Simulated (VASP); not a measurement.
Runs of VASP 6.6.1 on PbO. The structure is cubic, space group Pm-3m (No. 221). Conventional cell: a = 3.179 Å, b = 3.179 Å, c = 3.179 Å, α = 90.00°, β = 90.00°, γ = 90.00°. Pb (site symmetry m-3m) has 8 O at 2.75 Å and 6 Pb at 3.18 Å within 3.6 Å. O (site symmetry m-3m) has 8 Pb at 2.75 Å and 6 O at 3.18 Å within 3.6 Å. 

```csv
task,level,potentials or basis,k mesh,cutoff (eV),smearing,grid for exact exchange (PRECFOCK),screening parameter,GW scheme,GW iterations,cutoff of the response function,gap on the mesh (eV),pressure (GPa)
single point,HSE06,"VASP PAW PBE potentials, release 64 (Pb_d, O)",4 × 4 × 4,520,methfessel-paxton 0.2 eV,Normal,0.2079 1/Å,-,-,-,0.39,(b)
single point,HSE06,"VASP PAW PBE potentials, release 64 (Pb_d, O)",4 × 4 × 4,520,methfessel-paxton 0.5 eV,Normal,0.2079 1/Å,-,-,-,0.37,-1.1
single point,r2SCAN,"VASP PAW PBE potentials, release 64 (Pb_d, O)",6 × 6 × 6,660,gaussian 0.01 eV,-,-,-,-,-,0.45,0.1
single point,PBEsol,"VASP PAW PBE potentials, release 64 (Pb_d, O)",6 × 6 × 6,600,gaussian 0.001 eV,-,-,-,-,-,0.65,-2.2
single point,LDA,"VASP PAW LDA potentials, release 64 (Pb_d, O)",4 × 4 × 4,600,gaussian 0.01 eV,-,-,-,-,-,0.67,-5.7
single point,PBEsol,"VASP PAW PBE potentials, release 64 (Pb_d, O)",3 × 3 × 3,600,gaussian 0.01 eV,-,-,-,-,-,3.41,(a)
single point,PBEsol,"VASP PAW PBE potentials, release 64 (Pb_d, O)",6 × 6 × 6,600,methfessel-paxton 0.5 eV,-,-,-,-,-,0.65,-2.2
single point,PBEsol,"VASP PAW PBE potentials, release 64 (Pb_d, O)",6 × 6 × 6,600,fermi-dirac 0.001 eV,-,-,-,-,-,0.65,-2.2
single point,PBEsol,"VASP PAW PBE potentials, release 64 (Pb_d, O)",6 × 6 × 6,600,methfessel-paxton 0.001 eV,-,-,-,-,-,0.65,-2.2
```

Alike in all rows: no spin polarisation; cell a = 3.179 Å, 2 atoms.

Problem. Estimate the missing entries.

Solution. (a) -2.5; (b) -1.2.

Caveats: some runs use coarse meshes; spin-orbit coupling is left out, which moves the levels of the heavy elements; the PAW data sets were made with another functional, which shifts forces and pressure a little (some runs).

A k mesh can miss the band edges, and the runs leave out spin-orbit coupling on Pb.
